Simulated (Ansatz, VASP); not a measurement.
## One calculation of Ti, two programs

```
Ti
1.0
    -2.05586   -2.05586    0.00000
     2.05586   -2.05586    0.00000
    -0.82234   -0.82234   12.33515
Ti
6
Direct
  0.63334 0.00000 0.91665
  0.46667 0.50000 0.08332
  0.90001 0.00000 0.24998
  0.33334 0.50000 0.41665
  0.76667 0.00000 0.58332
  0.20001 0.50000 0.74998
```

Alike in both runs: task single point; functional PBE; k mesh 15 × 15 × 4; occupations gaussian, width 0.15 eV; no spin polarisation.

|  | VASP | Ansatz |
| --- | --- | --- |
| version | VASP 6.6.1 | Ansatz 0.2.0 |
| potentials or method | VASP PAW PBE potentials, release 64 (Ti_sv), cutoff 520 eV | scalar-relativistic, plane waves, PAW |
| valence electrons in the cell | 72 | 72 |

Ansatz gave:

```
gap on the k mesh at the Fermi level (eV)                     : none
pressure (GPa)                                                : 1.0
traceless stress, the component that is largest in VASP (GPa) : 3.99
rms of the force components (eV/Å)                            : 0.468
```

Question: Estimate VASP's values.

Answer: gap on the k mesh at the Fermi level (eV): none; pressure (GPa): 0.7; traceless stress, the component that is largest in VASP (GPa): 3.99; rms of the force components (eV/Å): 0.474.

Atom by atom the forces differ by 0.007 eV/Å (rms over components). A gap of «none» marks a metal or a gap that the smearing closes.
